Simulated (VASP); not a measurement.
## Se: single point with PBE

The system is Se.

```
CELL_PARAMETERS angstrom
2.90428 0.00000 0.00000
0.00000 2.90428 0.00000
0.00000 0.00000 2.90428
ATOMIC_POSITIONS crystal
Se 0.00000 0.00000 0.00000
```

This cell differs from its parent crystal: volume scaled by 1.08.

```yaml
Program: VASP 6.6.1
Task: single point
Functional: PBE
Potentials_or_basis: VASP PAW PBE potentials, release 64 (Se)
Cutoff: 520 eV
k_mesh: 18 × 18 × 18
Occupations: fermi-dirac, width 0.1 eV
Spin: no spin polarisation
Dipole_correction: no
Further_INCAR_settings: ALGO = Normal; EDIFF = 1e-06; NBANDS = 9
```

| Quantity | Value |
| --- | --- |
| Pressure | -4.4 GPa |
| Band gap on the k mesh | zero (band 3 reaches 6.25 eV, above the bottom of band 4 at 0.75 eV) |

Levels at points of the mesh, in eV from the Fermi level:
```
           k point  band 1  band 2  band 3  band 4  band 5  band 6  band 7  band 8
(0.00, 0.00, 0.00)  -15.37    1.26    1.26    1.26    7.44    7.89    7.89   21.38
(0.50, 0.00, 0.00)  -13.59   -6.26    2.48    2.48    9.90   10.96   12.21   13.35
(0.50, 0.50, 0.00)  -11.84   -4.53   -4.53    3.42    3.58   12.85   15.38   15.38
(0.50, 0.50, 0.50)  -10.08   -3.02   -3.02   -3.02    6.13    6.13    6.13   10.12
```

Wall time 26 s on 1 thread of AMD EPYC 7R43 64-Core Processor (Zen 3), with other jobs on the host, peak memory 0.14 GiB.
